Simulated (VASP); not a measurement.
# B2As2H in VASP: a series of runs

The runs below take B2As2H through single point, with PBE.

Everything below comes from runs of VASP 6.6.1. Logs are shortened: lines on timing, memory, paths and dates and some standing lists are left out, and cuts for length are marked.

### Step 1. The cell of the first run

The cell holds a wire or tube with vacuum around it, 20 atoms: a = 23.500 Å, b = 9.300 Å, c = 5.862 Å, α = 90.00°, β = 90.00°, γ = 90.00°.

### Step 2. Single point, PBE

INCAR reads:

```
PREC = Accurate
ENCUT = 520
EDIFF = 1E-6
ISMEAR = 0
SIGMA = 0.05
LREAL = Auto
LASPH = True
NELM = 60
ALGO = Normal
ISIF = 2
LWAVE = False
LCHARG = False
GGA = PE
NBANDS = 50
```

KPOINTS reads:

```
Automatic mesh
0
Gamma
  1 1 6
```

POSCAR reads:

```
B2As2H
1.0
   23.5000000000      0.0000000000      0.0000000000
    0.0000000000      9.3000000000      0.0000000000
    0.0000000000      0.0000000000      5.8615407134
B As H
8 8 4
Direct
    0.7520120719      0.5000000000      0.3333333333
    0.6080051737      0.5000000000      0.3333333333
    0.6800086228      0.5000000000      0.8333333333
    0.4639982754      0.5000000000      0.3333333333
    0.5360017246      0.5000000000      0.8333333333
    0.3199913772      0.5000000000      0.3333333333
    0.3919948263      0.5000000000      0.8333333333
    0.2479879281      0.5000000000      0.8333333333
    0.6800086228      0.5000000000      0.1666666667
    0.7520120719      0.5000000000      0.6666666667
    0.5360017246      0.5000000000      0.1666666667
    0.6080051737      0.5000000000      0.6666666667
    0.3919948263      0.5000000000      0.1666666667
    0.4639982754      0.5000000000      0.6666666667
    0.2479879281      0.5000000000      0.1666666667
    0.3199913772      0.5000000000      0.6666666667
    0.7958661243      0.5000000000      0.2318241860
    0.2041338757      0.5000000000      0.7318241860
    0.8080273321      0.5000000000      0.7963254095
    0.1919726679      0.5000000000      0.2963254095
```

Potentials or basis: VASP PAW PBE potentials, release 64 (B, As, H).

Command:

```sh
$ cat potpaw_PBE.64/B/POTCAR potpaw_PBE.64/As/POTCAR potpaw_PBE.64/H/POTCAR > POTCAR
$ mpirun -np 1 vasp_std > vasp.out
```

OUTCAR:

```text
PREC = Accurate
   ENCUT = 520
   EDIFF = 1E-6
   ISMEAR = 0
   LREAL = Auto
   LASPH = True
   NELM = 60
   ISIF = 2
   GGA = PE

 ion  position               nearest neighbor table
   1  0.752  0.500  0.333-  17 1.19   9 1.95  10 1.95
   2  0.608  0.500  0.333-   9 1.95  11 1.95  12 1.95
   3  0.680  0.500  0.833-  10 1.95  12 1.95   9 1.95
   4  0.464  0.500  0.333-  13 1.95  14 1.95  11 1.95
   5  0.536  0.500  0.833-  12 1.95  11 1.95  14 1.95
   6  0.320  0.500  0.333-  15 1.95  13 1.95  16 1.95
[... 8 lines left out ...]
  15  0.248  0.500  0.167-  20 1.52   6 1.95   8 1.95
  16  0.320  0.500  0.667-   8 1.95   7 1.95   6 1.95
  17  0.796  0.500  0.232-   1 1.19
  18  0.204  0.500  0.732-   8 1.19
  19  0.808  0.500  0.796-  10 1.52
  20  0.192  0.500  0.296-  15 1.52

  LATTYP: Found a simple orthorhombic cell.
 ALAT       =     5.8615407134
 B/A-ratio  =     1.5866135637
 C/A-ratio  =     4.0091848115

  Lattice vectors:

 A1 = (   0.0000000000,   0.0000000000,  -5.8615407134)
 A2 = (   0.0000000000,   9.3000000000,   0.0000000000)
 A3 = (  23.5000000000,   0.0000000000,   0.0000000000)

Analysis of symmetry for initial positions (statically):
=====================================================================
 Subroutine PRICEL returns:
 Original cell was already a primitive cell.

 Routine SETGRP: Setting up the symmetry group for a
 simple orthorhombic supercell.

 Subroutine GETGRP returns: Found  4 space group operations
 (whereof  2 operations were pure point group operations)
 out of a pool of  8 trial point group operations.

The static configuration has the point symmetry C_1h.
 The point group associated with its full space group is C_2v.

Analysis of symmetry for dynamics (positions and initial velocities):
=====================================================================
 Subroutine PRICEL returns:
 Original cell was already a primitive cell.

 Routine SETGRP: Setting up the symmetry group for a
 simple orthorhombic supercell.

 Subroutine GETGRP returns: Found  4 space group operations
 (whereof  2 operations were pure point group operations)
 out of a pool of  8 trial point group operations.

The dynamic configuration has the point symmetry C_1h.
 The point group associated with its full space group is C_2v.

[... 113 lines left out ...]
   EDIFF  = 0.1E-05   stopping-criterion for ELM
   LREAL  =      T    real-space projection
   EDIFFG = 0.1E-04   stopping-criterion for IOM
   NSW    =      0    number of steps for IOM
   IBRION =     -1    ionic relax: 0-MD 1-quasi-New 2-CG
   NFREE  =      0    steps in history (QN), initial steepest desc. (CG)
   ISIF   =      2    stress and relaxation
   ISYM   =      2    0-nonsym 1-usesym 2-fastsym
   POTIM  = 0.5000    time-step for ionic-motion
   TEBEG  =    0.0;   TEEND  =   0.0 temperature during run
   PSTRESS=    0.0 pullay stress
   NELECT =      68.0000    total number of electrons
   NUPDOWN=      -1.0000    fix difference up-down
   EMIN   =  10.00;   EMAX   =-10.00  energy-range for DOS
   EFERMI =   0.00;   METHOD = LEGACY
   ISMEAR =     0;   SIGMA  =   0.05  broadening in eV -4-tet -1-fermi 0-gaus
   EFERMI_NEDOS =   21; number of points for ismear=-14 and -15
   IALGO  =     38    algorithm
   IMIX   =      4    mixing-type and parameters
     AMIX     =   0.40;   BMIX     =  1.00
     AMIX_MAG =   1.60;   BMIX_MAG =  1.00
  volume/ion in A,a.u.               =      64.05       432.24
  Fermi-wavevector in a.u.,A,eV,Ry     =   0.615258  1.162668  5.150374  0.378542
  Thomas-Fermi vector in A             =   1.672563
   LORBIT       =      0    0 simple, 1 ext, 2 COOP (PROOUT), +10 PAW based schemes
   GGA     = PE    functional components
   LHFCALC =     F    Hartree Fock is set to
   AEXX    =    0.0000 exact exchange contribution
   IVDW    =     0    specifies the selected vdW correction
   LEPSILON=     F    determine dielectric tensor
   LRPA    =     F    only Hartree local field effects (RPA)
 non-spin polarized calculation
 Gauss-broadening in eV      SIGMA  =   0.05
  energy-cutoff  :      520.00
  volume of cell :     1281.04
 maximum number of plane-waves:     34536
 NGX is ok and might be reduce to   180
   NGX = 87   NGY = 35   NGZ = 21

 number of electron      67.9999997 magnetization

 Free energy of the ion-electron system (eV)
  ---------------------------------------------------
  ext. energy  EPLUGINS =         0.00000000
  ---------------------------------------------------
  free energy    TOTEN  =       -97.80809994 eV

  energy without entropy =      -97.80809994  energy(sigma->0) =      -97.80809994

 E-fermi :  -2.6476     XC(G=0):  -3.0806

 val. band max:       -2.8738215006   @ k =   0.0000   0.0000   0.0000
 cond. band min:      -1.9871911113   @ k =   0.0000   0.0000   0.0000
 fundamental gap:      0.8866303892
 Fermi energy:        -2.6475996808

 k-point     1 :       0.0000    0.0000    0.0000
  band No.  band energies     occupation
      1     -16.5013      2.00000
      2     -16.1183      2.00000
      3     -15.5394      2.00000
      4     -14.8642      2.00000
      5     -14.2070      2.00000
      6     -14.1418      2.00000
[... 185 lines left out ...]
     45       0.8640      0.00000
     46       0.8640      0.00000
 [bands above 46 left out]

------------------------ aborting loop because EDIFF is reached ----------------------------------------

  FORCE on cell =-STRESS in cart. coord.  units (eV):
  Direction    XX          YY          ZZ          XY          YZ          ZX
  --------------------------------------------------------------------------------------
  -------------------------------------------------------------------------------------
  Total       -1.1094155      0.0009591     -0.0641446      0.0000000      0.0000000      0.0000000
  in kB       -1.3875294      0.0011996     -0.0802247      0.0000000      0.0000000      0.0000000
  external PRESSURE =      -0.4888515 kB  Pullay stress =       0.0000000 kB

 VOLUME and BASIS-vectors are now :
 -----------------------------------------------------------------------------
  energy-cutoff  :      520.00
  volume of cell :     1281.04
      direct lattice vectors                 reciprocal lattice vectors
    23.500000000  0.000000000  0.000000000     0.042553191  0.000000000  0.000000000
     0.000000000  9.300000000  0.000000000     0.000000000  0.107526882  0.000000000
     0.000000000  0.000000000  5.861540713     0.000000000  0.000000000  0.170603609

 POSITION                                       TOTAL-FORCE (eV/Angst)
 -----------------------------------------------------------------------------------
     17.67228      4.65000      1.95385         0.161241      0.000000      0.495644
     14.28812      4.65000      1.95385         0.052739      0.000000     -0.073996
     15.98020      4.65000      4.88462         0.352933      0.000000      0.092421
     10.90396      4.65000      1.95385         0.016837      0.000000      0.053476
     12.59604      4.65000      4.88462        -0.016837      0.000000      0.053476
      7.51980      4.65000      1.95385        -0.352933      0.000000      0.092421
[... 12 lines left out ...]
     18.98864      4.65000      4.66769        -0.269099      0.000000     -0.119743
      4.51136      4.65000      1.73692         0.269099      0.000000     -0.119743
 -----------------------------------------------------------------------------------
    total drift:                                0.000000      0.000000      0.010705

  FREE ENERGIE OF THE ION-ELECTRON SYSTEM (eV)
  ---------------------------------------------------
  free  energy   TOTEN  =       -97.8080999444 eV

  energy  without entropy=      -97.8080999444  energy(sigma->0) =      -97.80809994
```

Wall time 12 min (1 thread of Intel Xeon Platinum 8375C at 2.90GHz (Ice Lake), shared host); peak memory 1.1 GiB.

What came out:

| Item | Value |
| --- | --- |
| Free energy | -97.8081 eV |
| Largest force | 0.848 eV/Å |
| Band gap on the k mesh | 0.89 eV |

Forces on the atoms (eV/Å):
```
B    0.161  0.000  0.496
B    0.053  0.000 -0.074
B    0.353  0.000  0.092
B    0.017  0.000  0.053
B   -0.017  0.000  0.053
B   -0.353  0.000  0.092
B   -0.053  0.000 -0.074
B   -0.161  0.000  0.496
As  -0.013  0.000  0.449
As  -0.350  0.000 -0.773
As  -0.061  0.000  0.011
As   0.096  0.000 -0.095
As  -0.096  0.000 -0.095
As   0.061  0.000  0.011
As   0.350  0.000 -0.773
As   0.013  0.000  0.449
H    0.101  0.000 -0.040
H   -0.101  0.000 -0.040
H   -0.269  0.000 -0.120
H    0.269  0.000 -0.120
```

### Step 3. Single point, PBE

This run uses another cell than the first one.

INCAR reads:

```
ALGO = Normal
EDIFF = 1E-6
ENCUT = 520
GGA = PE
ISIF = 2
ISMEAR = 0
LASPH = True
LCHARG = False
LREAL = Auto
LWAVE = False
NBANDS = 50
NELM = 100
PREC = Accurate
SIGMA = 0.05
```

KPOINTS reads:

```
k-points
0
Gamma
  1 1 6
```

POSCAR reads:

```
B2As2H
1.0
   23.5000000000      0.0000000000      0.0000000000
    0.0000000000      9.3000000000      0.0000000000
    0.0000000000      0.0000000000      5.8763836338
B As H
8 8 4
Direct
    0.7524173396      0.5000000000      0.3327323440
    0.6081565137      0.5000000000      0.3350731932
    0.6796147418      0.5000000000      0.8365488618
    0.4641462569      0.5000000000      0.3359562633
    0.5358537431      0.5000000000      0.8359562633
    0.3203852582      0.5000000000      0.3365488618
    0.3918434863      0.5000000000      0.8350731932
    0.2475826604      0.5000000000      0.8327323440
    0.6802191533      0.5000000000      0.1702846408
    0.7488952456      0.5000000000      0.6575618681
    0.5359968396      0.5000000000      0.1688475959
    0.6078620313      0.5000000000      0.6683739248
    0.3921379687      0.5000000000      0.1683739248
    0.4640031604      0.5000000000      0.6688475959
    0.2511047544      0.5000000000      0.1575618681
    0.3197808467      0.5000000000      0.6702846408
    0.7969821413      0.5000000000      0.2352267006
    0.2030178587      0.5000000000      0.7352267006
    0.8039302971      0.5000000000      0.7875442032
    0.1960697029      0.5000000000      0.2875442032
```

Potentials or basis: VASP PAW PBE potentials, release 64 (B, As, H).

Command:

```sh
$ cat potpaw_PBE.64/B/POTCAR potpaw_PBE.64/As/POTCAR potpaw_PBE.64/H/POTCAR > POTCAR
$ mpirun -np 1 vasp_std > vasp.out
```

OUTCAR:

```text
EDIFF = 1E-6
   ENCUT = 520
   GGA = PE
   ISIF = 2
   ISMEAR = 0
   LASPH = True
   LREAL = Auto
   NELM = 100
   PREC = Accurate

 ion  position               nearest neighbor table
   1  0.752  0.500  0.333-  17 1.19  10 1.91   9 1.95
   2  0.608  0.500  0.335-   9 1.95  11 1.96  12 1.96
   3  0.680  0.500  0.837-  10 1.94  12 1.95   9 1.96
   4  0.464  0.500  0.336-  11 1.95  14 1.96  13 1.96
   5  0.536  0.500  0.836-  14 1.95  11 1.96  12 1.96
   6  0.320  0.500  0.337-  15 1.94  13 1.95  16 1.96
[... 428 lines left out ...]
  Total        1.4688318      0.0018187      1.4890310      0.0000000      0.0000000      0.0000000
  in kB        1.8324060      0.0022689      1.8576050      0.0000000      0.0000000      0.0000000
  external PRESSURE =       1.2307600 kB  Pullay stress =       0.0000000 kB

 VOLUME and BASIS-vectors are now :
 -----------------------------------------------------------------------------
  energy-cutoff  :      520.00
  volume of cell :     1284.28
      direct lattice vectors                 reciprocal lattice vectors
    23.500000000  0.000000000  0.000000000     0.042553191  0.000000000  0.000000000
     0.000000000  9.300000000  0.000000000     0.000000000  0.107526882  0.000000000
     0.000000000  0.000000000  5.876383634     0.000000000  0.000000000  0.170172688

 POSITION                                       TOTAL-FORCE (eV/Angst)
 -----------------------------------------------------------------------------------
     17.68181      4.65000      1.95526         0.076121      0.000000     -0.052406
     14.29168      4.65000      1.96902         0.000786      0.000000      0.002645
     15.97095      4.65000      4.91588        -0.004502      0.000000      0.000394
     10.90744      4.65000      1.97421         0.002027      0.000000     -0.000666
     12.59256      4.65000      4.91240        -0.002027      0.000000     -0.000666
      7.52905      4.65000      1.97769         0.004502      0.000000      0.000394
[... 12 lines left out ...]
     18.89236      4.65000      4.62791         0.079364      0.000000      0.043697
      4.60764      4.65000      1.68972        -0.079364      0.000000      0.043697
 -----------------------------------------------------------------------------------
    total drift:                                0.000000      0.000000      0.077393

  FREE ENERGIE OF THE ION-ELECTRON SYSTEM (eV)
  ---------------------------------------------------
  free  energy   TOTEN  =       -97.9123231364 eV

  energy  without entropy=      -97.9123231364  energy(sigma->0) =      -97.91232314
```

stdout:

```text
POSCAR found type information on POSCAR B AsH
 POSCAR found :  3 types and      20 ions
 scaLAPACK will be used
 LDA part: xc-table for (Slater+PW92), standard interpolation
 POSCAR, INCAR and KPOINTS ok, starting setup
 FFT: planning ... GRIDC
 FFT: planning ... GRID_SOFT
 FFT: planning ... GRID
 WAVECAR not read
 entering main loop
```

Wall time 13 min (1 thread of Intel Xeon Platinum 8375C at 2.90GHz (Ice Lake), shared host); peak memory 1.1 GiB.

Results:

| Quantity | Value |
| --- | --- |
| Free energy | -97.9123 eV |
| Largest force | 0.092 eV/Å |
| Band gap on the k mesh | 0.85 eV |

Forces on the atoms (eV/Å):
```
B    0.076  0.000 -0.052
B    0.001  0.000  0.003
B   -0.005  0.000  0.000
B    0.002  0.000 -0.001
B   -0.002  0.000 -0.001
B    0.005  0.000  0.000
B   -0.001  0.000  0.003
B   -0.076  0.000 -0.052
As   0.000  0.000  0.007
As  -0.036  0.000 -0.015
As   0.004  0.000  0.009
As  -0.008  0.000  0.001
As   0.008  0.000  0.001
As  -0.004  0.000  0.009
As   0.036  0.000 -0.015
As   0.000  0.000  0.007
H   -0.013  0.000  0.004
H    0.013  0.000  0.004
H    0.079  0.000  0.044
H   -0.079  0.000  0.044
```
